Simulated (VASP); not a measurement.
The system is Rh.

```
Rh
1.0
     0.00000    1.93894    1.93894
     1.93894    0.00000    1.93894
     1.93894    1.93894    0.00000
Rh
1
Direct
  0.00000 0.00000 0.00000
```

```yaml
Program: VASP 6.6.1
Task: relaxation of cell and atoms
Functional: PBE
Potentials_or_basis: VASP PAW PBE potentials, release 64 (Rh_pv)
Cutoff: 600 eV
k_mesh: 18 × 18 × 18
Occupations: gaussian, width 0.1 eV
Spin: no spin polarisation
```

At the start: pressure -8.8 GPa; volume 14.58 Å³/atom.

How do energy, volume and symmetry change on relaxing?

Over 4 steps the energy falls by 15.4 meV/atom and the volume is 14.04 Å³/atom (-3.7 %); space group Fm-3m (No. 225, to 0.05 Å).

The path:
```csv
step,energy change (eV),largest force (eV/Å),pressure (GPa),volume (Å³)
1,0.0000,0.0000,-8.80,14.58
2,0.0646,0.0000,25.65,12.95
3,-0.0154,0.0000,-0.26,14.05
4,-0.0154,0.0000,-0.05,14.04
```

Final structure:
```
Rh
1.0
     0.00000    1.91486    1.91486
     1.91486    0.00000    1.91486
     1.91486    1.91486    0.00000
Rh
1
Direct
  0.00000 0.00000 0.00000
```
